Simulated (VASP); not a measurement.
Set up this calculation in VASP 6.6.1, as the native input.

* Task: relaxation of cell and atoms
* Functional: r2SCAN
* Potentials or basis: VASP PAW PBE potentials, release 64 (Al, N)
* Cutoff: 600 eV
* k mesh: 12 × 12 × 6
* Occupations: gaussian, width 0.02 eV
* Spin: no spin polarisation
* Target pressure: 30 GPa
* Dipole correction: no
* Further INCAR settings: ALGO = Normal; EDIFF = 1e-07; IBRION = 2; EDIFFG = -0.008; NSW = 70; ISIF = 3

The system is AlN.

```xyz
4
Lattice="2.9932 0.0000 0.0000 -1.4966 2.5922 0.0000 0.0000 0.0000 4.7735" Properties=species:S:1:pos:R:3 pbc="T T T"
Al    1.4966    0.8641    2.3798
Al    0.0000    1.7281    4.7665
N     1.4966    0.8641    4.2077
N     0.0000    1.7281    1.8209
```

One way to write it, as run:

POSCAR

```
AlN
1.0
    2.9931778077      0.0000000000      0.0000000000
   -1.4965889039      2.5921680195      0.0000000000
    0.0000000000      0.0000000000      4.7734864793
Al N
2 2
Direct
    0.6666666667      0.3333333333      0.4985357550
    0.3333333333      0.6666666667      0.9985357550
    0.6666666667      0.3333333333      0.8814642450
    0.3333333333      0.6666666667      0.3814642450
```

INCAR.step1

```
PREC = Accurate
ENCUT = 600
ISMEAR = 0
SIGMA = 0.02
LREAL = False
LASPH = True
NELM = 60
GGA = PE
ALGO = Normal
EDIFF = 1E-4
LWAVE = True
LCHARG = False
```

INCAR.step2

```
PREC = Accurate
ENCUT = 600
EDIFF = 1E-7
ISMEAR = 0
SIGMA = 0.02
LREAL = False
LASPH = True
NELM = 60
ALGO = Normal
ISIF = 3
LWAVE = False
LCHARG = False
METAGGA = R2SCAN
LMIXTAU = True
IBRION = 2
NSW = 70
EDIFFG = -0.008
PSTRESS = 300.0
ISTART = 1
```

KPOINTS

```
regular mesh
0
Gamma
  12 12 6
```

Potentials or basis: VASP PAW PBE potentials, release 64 (Al, N).

The run is started by

```bash
$ cat potpaw_PBE.64/Al/POTCAR potpaw_PBE.64/N/POTCAR > POTCAR
$ cp INCAR.step1 INCAR
$ mpirun -np 1 vasp_std > vasp.out
$ cp INCAR.step2 INCAR
$ mpirun -np 1 vasp_std > vasp.out
```

It gave:

```
Relaxed volume                                             : 9.27 Å³/atom
Relaxed cell                                               : a = 3.001 Å, b = 3.001 Å, c = 4.756 Å, α = 90.00°, β = 90.00°, γ = 120.00°
Space group after relaxing (to 0.1 Å)                      : P6_3mc (No. 186)
Energy change on relaxing (the run minimises the enthalpy) : -2.4 meV/atom
Ionic steps                                                : 5
Pressure after relaxing                                    : 29.9 GPa
Largest force after relaxing                               : 0.004 eV/Å
Band gap on the k mesh                                     : 5.74 eV (least direct gap 5.94 eV)
```

Caveat: the cell is relaxed towards a set pressure, so the run minimises the enthalpy, not the energy; the PAW data sets were made with another functional, which shifts forces and pressure a little.

Run time: 9.4 min on 1 thread of Intel Xeon 8259CL, with other jobs on the host, peak memory 0.19 GiB.
